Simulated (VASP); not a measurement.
Input of a VASP 6.6.1 run:

Contents of INCAR:

```
SYSTEM = Ti3Si4Ni
PREC = Accurate
ENCUT = 520
EDIFF = 1E-6
ISMEAR = 0
SIGMA = 0.1
LREAL = .False.
LASPH = .True.
NELM = 100
ALGO = Normal
ISIF = 2
LWAVE = .False.
LCHARG = .False.
GGA = PE
NBANDS = 41
```

KPOINTS

```
Automatic mesh
0
Gamma
  6 6 6
  0 0 0
```

File POSCAR:

```
Ti3Si4Ni
1.0
    3.4762653637      2.0070227435      2.7359237018
   -3.4762653637      2.0070227435      2.7359237018
    0.0000000000     -4.0140454871      2.7359237018
Ti Si Ni
3 4 1
Direct
    0.1509999334      0.6322425256      0.3427270819
    0.3427270819      0.1509999334      0.6322425256
    0.6322425256      0.3427270819      0.1509999334
    0.8342838179      0.3710896399      0.6695209412
    0.1390848230      0.1390848230      0.1390848230
    0.6695209412      0.8342838179      0.3710896399
    0.3710896399      0.6695209412      0.8342838179
    0.8600512372      0.8600512372      0.8600512372
```

Potentials or basis: VASP PAW PBE potentials, release 64 (Ti_sv, Si, Ni).

Launch:

```bash
$ cat potpaw_PBE.64/Ti_sv/POTCAR potpaw_PBE.64/Si/POTCAR potpaw_PBE.64/Ni/POTCAR > POTCAR
$ mpirun -np 1 vasp_std > vasp.out
```

Question: What does it give for the pressure?

Answer: -0.2 GPa.

Question: Estimate the band gap on the k mesh.

Answer: Zero (band 31 reaches 9.72 eV, above the bottom of band 32 at 9.45 eV).

Question: What does it give for the largest force?

Answer: 0.047 eV/Å.

Stress tensor (GPa, compression positive):
```
-0.28  0.00  0.00
 0.00 -0.28  0.00
 0.00  0.00  0.06
```

Spin polarisation is off, so any magnetic state and its effect on volume and gap are missing.
